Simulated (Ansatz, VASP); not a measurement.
## Two plane-wave programs on InSb5

```
CELL_PARAMETERS angstrom
6.45831 0.00000 0.00000
-3.22916 5.59306 0.00000
0.00000 0.00000 5.31528
ATOMIC_POSITIONS crystal
In 0.00000 0.00000 0.00000
Sb 0.00000 0.50000 0.50000
Sb 0.50000 0.50000 0.50000
Sb 0.33333 0.66667 0.00000
Sb 0.50000 0.00000 0.50000
Sb 0.66667 0.33333 0.00000
```

Change from the starting cell: species swapped into the GdRh5 type (P6/mmm, No. 191).

Alike in both runs: task single point; functional PBE; k mesh 3 × 3 × 4; occupations gaussian, width 0.1 eV; no spin polarisation.

|  | VASP | Ansatz |
| --- | --- | --- |
| version | VASP 6.6.1 | Ansatz 0.2.0 |
| potentials or method | VASP PAW PBE potentials, release 64 (In_d, Sb), cutoff 520 eV | scalar-relativistic, plane waves, PAW |
| valence electrons in the cell | 38 | 88 |

|  | VASP | Ansatz | Ansatz less VASP |
| --- | --- | --- | --- |
| gap on the k mesh at the Fermi level (eV) | none | none | - |
| pressure (GPa) | -0.2 | -0.1 | +0.07 |
| traceless stress, the component that is largest in VASP (GPa) | 1.34 | 1.34 | +0.005 |

A gap of «none» marks a metal or a gap that the smearing closes. VASP's potentials hold 38 valence electrons a cell and Ansatz's 88, so a difference there can come from the potentials and not from the codes.

The k mesh is coarse, so the values compare programs but aren't converged. Spin-orbit coupling is off throughout.
